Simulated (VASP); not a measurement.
Wanted: the native input for a VASP 6.6.1 run.

```yaml
Task: single point
Functional: PBE
Potentials_or_basis: VASP PAW PBE potentials, release 64 (Sc_sv, Bi_d, Te, S)
Cutoff: 520 eV
k_mesh: 4 × 4 × 2
Occupations: gaussian, width 0.1 eV
Spin: no spin polarisation
Dipole_correction: no
Further_INCAR_settings: ALGO = Normal; EDIFF = 1e-07; NBANDS = 34
```

The structure of ScBiTe3S lies in POSCAR:

```
ScBiTe3S
1.0
    5.2783755728      0.0000000000      0.0000000000
    0.0000000000      5.2783755728      0.0000000000
    0.0000000000      0.0000000000     10.2095295983
Sc Bi Te S
1 1 3 1
Direct
    0.0000000000      0.0000000000      0.3533850934
    0.5000000000      0.5000000000      0.2493662786
    0.5000000000      0.0000000000      0.4736356664
    0.0000000000      0.5000000000      0.4736356664
    0.5000000000      0.5000000000     -0.0172742702
    0.5000000000      0.5000000000      0.5542440454
```

One way to write it, as run:

INCAR

```
SYSTEM = ScBiTe3S
PREC = Accurate
ENCUT = 520
EDIFF = 1E-7
ISMEAR = 0
SIGMA = 0.1
LREAL = .FALSE.
LASPH = .TRUE.
NELM = 60
ALGO = Normal
ISIF = 2
LWAVE = .FALSE.
LCHARG = .FALSE.
GGA = PE
NBANDS = 34
```

KPOINTS

```
Automatic mesh
0
G
  4 4 2
  0 0 0
```

Potentials or basis: VASP PAW PBE potentials, release 64 (Sc_sv, Bi_d, Te, S).

Launch:

```console
$ cat potpaw_PBE.64/Sc_sv/POTCAR potpaw_PBE.64/Bi_d/POTCAR potpaw_PBE.64/Te/POTCAR potpaw_PBE.64/S/POTCAR > POTCAR
$ mpirun -np 1 vasp_std > vasp.out
```

It gave:

```
Pressure               : 0.0 GPa
Largest force          : 0.043 eV/Å
Band gap on the k mesh : zero (band 25 reaches 2.05 eV, above the bottom of band 26 at 1.46 eV)
```

Caveat: spin-orbit coupling is left out, which moves the levels of the heavy elements; this functional lacks dispersion, which binds the layers, so the pressure and a relaxed spacing across them are unreliable.

Run time: 2.8 min on 1 thread of Intel(R) Xeon(R) 6975P-C (Granite Rapids) (shared host), peak memory 0.42 GiB.
